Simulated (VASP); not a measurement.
# SiC (Moissanite) (P6_3mc) in VASP: further runs

The runs below take SiC (Moissanite) through single point, with revPBE+D3(BJ), PBE, PBEsol+D4.

All numbers are computed with VASP 6.6.1; they aren't measurements. Logs are shortened: lines on timing, memory, paths and dates and some standing lists are left out, and cuts for length are marked.

### Step 1. The cell of the first run

Symmetry: P6_3mc, No. 186, hexagonal system. Conventional cell: a = 3.076 Å, b = 3.076 Å, c = 5.048 Å, α = 90.00°, β = 90.00°, γ = 120.00°. Si (site symmetry 3m) has 4 C at 1.87 to 1.94 Å within 2.5 Å. Within 2.5 Å of C (site symmetry 3m) lie 4 Si at 1.87 to 1.94 Å.

### Step 2. Single point, revPBE+D3(BJ)

Input file INCAR:

```
SYSTEM = SiC
PREC = Accurate
ENCUT = 520
EDIFF = 1E-6
ISMEAR = -1
SIGMA = 0.05
LREAL = .FALSE.
LASPH = .TRUE.
NELM = 60
ALGO = Normal
ISIF = 2
LWAVE = .FALSE.
LCHARG = .FALSE.
GGA = RE
IVDW = 12
NBANDS = 16
```

Input file KPOINTS:

```
regular mesh
0
G
  10 10 5
  0 0 0
```

Input file POSCAR:

```
SiC
1.0
    3.0760000000      0.0000000000      0.0000000000
   -1.5380000000      2.6638941420      0.0000000000
    0.0000000000      0.0000000000      5.0480000000
Si C
2 2
Direct
    0.6666666667      0.3333333333      0.5000000000
    0.3333333333      0.6666666667      0.0000000000
    0.6666666667      0.3333333333      0.8850000000
    0.3333333333      0.6666666667      0.3850000000
```

Potentials or basis: VASP PAW PBE potentials, release 64 (Si, C).

Started as:

```sh
> cat potpaw_PBE.64/Si/POTCAR potpaw_PBE.64/C/POTCAR > POTCAR
> mpirun -np 1 vasp_std > vasp.out
```

OUTCAR:

```text
SYSTEM = SiC
   PREC = Accurate
   ENCUT = 520
   EDIFF = 1E-6
   ISMEAR = -1
   LREAL = .FALSE.
   LASPH = .TRUE.
   NELM = 60
   ISIF = 2
   GGA = RE
   IVDW = 12
 IVDW          = 12

 ion  position               nearest neighbor table
   1  0.667  0.333  0.500-   4 1.87   4 1.87   4 1.87   3 1.94   2 3.09   2 3.09   2 3.09   2 3.09
                             2 3.09   2 3.09
   2  0.333  0.667  0.000-   3 1.87   3 1.87   3 1.87   4 1.94   1 3.09   1 3.09   1 3.09   1 3.09
                             1 3.09   1 3.09
   3  0.667  0.333  0.885-   2 1.87   2 1.87   2 1.87   1 1.94
   4  0.333  0.667  0.385-   1 1.87   1 1.87   1 1.87   2 1.94

  LATTYP: Found a hexagonal cell.
 ALAT       =     3.0760000000
 C/A-ratio  =     1.6410923277

  Lattice vectors:

 A1 = (   3.0760000000,   0.0000000000,   0.0000000000)
 A2 = (  -1.5380000000,   2.6638941420,   0.0000000000)
 A3 = (   0.0000000000,   0.0000000000,   5.0480000000)

Analysis of symmetry for initial positions (statically):
=====================================================================
 Subroutine PRICEL returns:
 Original cell was already a primitive cell.

 Routine SETGRP: Setting up the symmetry group for a
 hexagonal supercell.

 Subroutine GETGRP returns: Found 12 space group operations
 (whereof  6 operations were pure point group operations)
 out of a pool of 24 trial point group operations.

The static configuration has the point symmetry C_3v.
 The point group associated with its full space group is C_6v.

Analysis of symmetry for dynamics (positions and initial velocities):
=====================================================================
 Subroutine PRICEL returns:
 Original cell was already a primitive cell.

 Routine SETGRP: Setting up the symmetry group for a
 hexagonal supercell.

 Subroutine GETGRP returns: Found 12 space group operations
 (whereof  6 operations were pure point group operations)
 out of a pool of 24 trial point group operations.

The dynamic configuration has the point symmetry C_3v.
 The point group associated with its full space group is C_6v.

 Subroutine INISYM returns: Found 12 space group operations
 (whereof  6 operations are pure point group operations),
 and found     1 'primitive' translations

----------------------------------------------------------------------------------------

                                     Primitive cell

  volume of cell :      41.3640

  direct lattice vectors                    reciprocal lattice vectors
     3.076000000  0.000000000  0.000000000     0.325097529  0.187695146  0.000000000
    -1.538000000  2.663894142  0.000000000     0.000000000  0.375390292  0.000000000
     0.000000000  0.000000000  5.048000000     0.000000000  0.000000000  0.198098257

  length of vectors
     3.076000000  3.076000000  5.048000000     0.375390292  0.375390292  0.198098257

  position of ions in fractional coordinates (direct lattice)
     0.666666667  0.333333333  0.500000000
     0.333333333  0.666666667  0.000000000
     0.666666667  0.333333333  0.885000000
     0.333333333  0.666666667  0.385000000

  ion indices of the primitive-cell ions
   primitive index   ion index
                 1           1
                 2           2
                 3           3
                 4           4

----------------------------------------------------------------------------------------

 KPOINTS: regular mesh

Automatic generation of k-mesh.
 Grid dimensions read from file:
 generate k-points for:   10   10    5

 Generating k-lattice:

  Cartesian coordinates                     Fractional coordinates (reciprocal lattice)
     0.032509753  0.018769515  0.000000000     0.100000000  0.000000000  0.000000000
     0.000000000  0.037539029  0.000000000     0.000000000  0.100000000  0.000000000
     0.000000000  0.000000000  0.039619651     0.000000000  0.000000000  0.200000000

  Length of vectors
     0.037539029  0.037539029  0.039619651

  Shift w.r.t. Gamma in fractional coordinates (k-lattice)
     0.000000000  0.000000000  0.000000000

 Subroutine IBZKPT returns following result:
 ===========================================

 Found     42 irreducible k-points:

 Following reciprocal coordinates:
            Coordinates               Weight
  0.000000  0.000000  0.000000      1.000000
  0.100000 -0.000000  0.000000      6.000000
  0.200000 -0.000000  0.000000      6.000000
  0.300000  0.000000  0.000000      6.000000
  0.400000 -0.000000  0.000000      6.000000
  0.500000  0.000000  0.000000      3.000000
[... 16 lines left out ...]
  0.300000  0.100000  0.200000     24.000000
  0.400000  0.100000  0.200000     24.000000
 [... further k-points ...]
   k-points           NKPTS =     42   k-points in BZ     NKDIM =     42   number of bands    NBANDS=     16
   number of dos      NEDOS =    301   number of ions     NIONS =      4
   total plane-waves  NPLWV =  23040
   dimension x,y,z NGX =    24 NGY =   24 NGZ =   40
   dimension x,y,z NGXF=    48 NGYF=   48 NGZF=   80
   ions per type =               2   2
   NGX,Y,Z   is equivalent  to a cutoff of  12.97, 12.97, 13.17 a.u.
   NGXF,Y,Z  is equivalent  to a cutoff of  25.94, 25.94, 26.35 a.u.
 SYSTEM =  SiC
   PREC   = accura    normal or accurate (medium, high low for compatibility)
   ISTART =      0    job   : 0-new  1-cont  2-samecut
   ICHARG =      2    charge: 1-file 2-atom 10-const
   ISPIN  =      1    spin polarized calculation?
   LNONCOLLINEAR =      F non collinear calculations
   LSORBIT =      F    spin-orbit coupling
   LASPH  =      T    aspherical Exc in radial PAW
   ENCUT  =  520.0 eV  38.22 Ry    6.18 a.u.   5.72  5.72  9.39*2*pi/ulx,y,z
   NELM   =     60;   NELMIN=  2; NELMDL= -5     # of ELM steps
   EDIFF  = 0.1E-05   stopping-criterion for ELM
   LREAL  =      F    real-space projection
   EDIFFG = 0.1E-04   stopping-criterion for IOM
   NSW    =      0    number of steps for IOM
   IBRION =     -1    ionic relax: 0-MD 1-quasi-New 2-CG
   NFREE  =      0    steps in history (QN), initial steepest desc. (CG)
   ISIF   =      2    stress and relaxation
   ISYM   =      2    0-nonsym 1-usesym 2-fastsym
   POTIM  = 0.5000    time-step for ionic-motion
   TEBEG  =    0.0;   TEEND  =   0.0 temperature during run
   PSTRESS=    0.0 pullay stress
   NELECT =      16.0000    total number of electrons
   NUPDOWN=      -1.0000    fix difference up-down
   EMIN   =  10.00;   EMAX   =-10.00  energy-range for DOS
   EFERMI =   0.00;   METHOD = LEGACY
   ISMEAR =    -1;   SIGMA  =   0.05  broadening in eV -4-tet -1-fermi 0-gaus
   EFERMI_NEDOS =   21; number of points for ismear=-14 and -15
   IALGO  =     38    algorithm
   IMIX   =      4    mixing-type and parameters
     AMIX     =   0.40;   BMIX     =  1.00
     AMIX_MAG =   1.60;   BMIX_MAG =  1.00
  volume/ion in A,a.u.               =      10.34        69.78
  Fermi-wavevector in a.u.,A,eV,Ry     =   1.192817  2.254098 19.358549  1.422813
  Thomas-Fermi vector in A             =   2.328847
   LORBIT       =      0    0 simple, 1 ext, 2 COOP (PROOUT), +10 PAW based schemes
   GGA     = RE    functional components
   LHFCALC =     F    Hartree Fock is set to
   AEXX    =    0.0000 exact exchange contribution
   IVDW    =    12    specifies the selected vdW correction
   LEPSILON=     F    determine dielectric tensor
   LRPA    =     F    only Hartree local field effects (RPA)
 non-spin polarized calculation
  energy-cutoff  :      520.00
  volume of cell :       41.36
 maximum number of plane-waves:      1132
 NGX is ok and might be reduce to    24
   NGX = 11   NGY = 11   NGZ = 19

 number of electron      16.0000000 magnetization

 Free energy of the ion-electron system (eV)
  ---------------------------------------------------
  ext. energy  EPLUGINS =         0.00000000
  ---------------------------------------------------
  free energy    TOTEN  =       -28.83642845 eV

  energy without entropy =      -28.83642845  energy(sigma->0) =      -28.83642845

 E-fermi :   9.4067     XC(G=0): -11.3012

 val. band max:        8.4780315177   @ k =   0.0000   0.0000   0.0000
 cond. band min:      10.9824242097   @ k =   0.3000   0.3000   0.0000
 fundamental gap:      2.5043926920
 Fermi energy:         9.4066654494

 k-point     1 :       0.0000    0.0000    0.0000
  band No.  band energies     occupation
      1      -7.2627      2.00000
      2      -3.7739      2.00000
      3      -0.2043      2.00000
      4       6.9241      2.00000
      5       6.9241      2.00000
      6       8.2019      2.00000
[... 8 lines left out ...]
     15      17.2032      0.00000
     16      19.8874      0.00000

 k-point     2 :       0.1000   -0.0000    0.0000
  band No.  band energies     occupation
      1      -7.0893      2.00000
      2      -3.6255      2.00000
      3      -0.0431      2.00000
      4       5.9902      2.00000
      5       6.6354      2.00000
      6       7.5667      2.00000
[... 8 lines left out ...]
     15      17.6421      0.00000
     16      18.5368      0.00000

 k-point     3 :       0.2000   -0.0000    0.0000
  band No.  band energies     occupation
      1      -6.5759      2.00000
      2      -3.1998      2.00000
      3       0.4192      2.00000
      4       4.1134      2.00000
      5       6.0366      2.00000
      6       6.1018      2.00000
[... 8 lines left out ...]
     15      17.9122      0.00000
     16      18.4862      0.00000

 k-point     4 :       0.3000    0.0000    0.0000
  band No.  band energies     occupation
      1      -5.7491      2.00000
      2      -2.5916      2.00000
      3       0.9953      2.00000
      4       2.3646      2.00000
      5       4.4040      2.00000
      6       5.4628      2.00000
[... 8 lines left out ...]
     15      18.7859      0.00000
     16      19.8771      0.00000
[... 324 lines left out ...]
 k-point    22 :       0.2000    0.1000    0.2000
  band No.  band energies     occupation
      1      -5.8856      2.00000
      2      -3.4203      2.00000
      3       1.5581      2.00000
      4       3.4851      2.00000
      5       4.5134      2.00000
      6       5.4585      2.00000
[... 8 lines left out ...]
     15      18.6075      0.00000
     16      19.2623      0.00000

 k-point    23 :       0.3000    0.1000    0.2000
  band No.  band energies     occupation
      1      -4.9405      2.00000
      2      -2.7102      2.00000
      3       0.9540      2.00000
      4       2.8992      2.00000
      5       3.2824      2.00000
      6       4.7348      2.00000
[... 8 lines left out ...]
     15      19.3780      0.00000
     16      20.0801      0.00000

 k-point    24 :       0.4000    0.1000    0.2000
  band No.  band energies     occupation
      1      -3.9162      2.00000
      2      -2.4115      2.00000
      3       0.1983      2.00000
      4       1.6643      2.00000
      5       3.7360      2.00000
      6       4.5495      2.00000
[... 8 lines left out ...]
     15      19.8762      0.00000
     16      21.2028      0.00000

 [... further k-points ...]

------------------------ aborting loop because EDIFF is reached ----------------------------------------

 Edisp (eV)   -2.39359

 E8    (eV) :    -1.5672

  FORCE on cell =-STRESS in cart. coord.  units (eV):
  Direction    XX          YY          ZZ          XY          YZ          ZX
  --------------------------------------------------------------------------------------
  -------------------------------------------------------------------------------------
  Total      -0.52939    -0.52939    -1.78852     0.00000     0.00000     0.00000
  in kB     -20.50536   -20.50536   -69.27582     0.00000     0.00000     0.00000
  external pressure =      -36.76 kB  Pullay stress =        0.00 kB

 VOLUME and BASIS-vectors are now :
 -----------------------------------------------------------------------------
  energy-cutoff  :      520.00
  volume of cell :       41.36
      direct lattice vectors                 reciprocal lattice vectors
     3.076000000  0.000000000  0.000000000     0.325097529  0.187695146  0.000000000
    -1.538000000  2.663894142  0.000000000     0.000000000  0.375390292  0.000000000
     0.000000000  0.000000000  5.048000000     0.000000000  0.000000000  0.198098257

 POSITION                                       TOTAL-FORCE (eV/Angst)
 -----------------------------------------------------------------------------------
      1.53800      0.88796      2.52400         0.000000      0.000000      0.761141
     -0.00000      1.77593      0.00000         0.000000      0.000000      0.761141
      1.53800      0.88796      4.46748        -0.000000      0.000000     -0.761141
     -0.00000      1.77593      1.94348         0.000000      0.000000     -0.761141
 -----------------------------------------------------------------------------------
    total drift:                                0.000000      0.000000     -0.000326

  FREE ENERGIE OF THE ION-ELECTRON SYSTEM (eV)
  ---------------------------------------------------
  free  energy   TOTEN  =       -31.2300180958 eV

  energy  without entropy=      -31.2300180958  energy(sigma->0) =      -31.23001810
```

Wall time 16 s (1 thread of Intel Xeon Platinum 8375C at 2.90GHz (Ice Lake), shared host); peak memory 0.18 GiB.

Results:

- Free energy: -31.2300 eV
- Pressure: -3.7 GPa
- Largest force: 0.761 eV/Å
- Band gap on the k mesh: 2.50 eV, indirect (least direct gap 4.10 eV)
- Dispersion energy per atom: -0.598 eV

Forces on the atoms (eV/Å):
```
Si   0.000  0.000  0.761
Si   0.000  0.000  0.761
C    0.000  0.000 -0.761
C    0.000  0.000 -0.761
```

Caveat: the PAW data sets were made with another functional, which shifts forces and pressure a little.

(Part 1 of 2 ends here.)
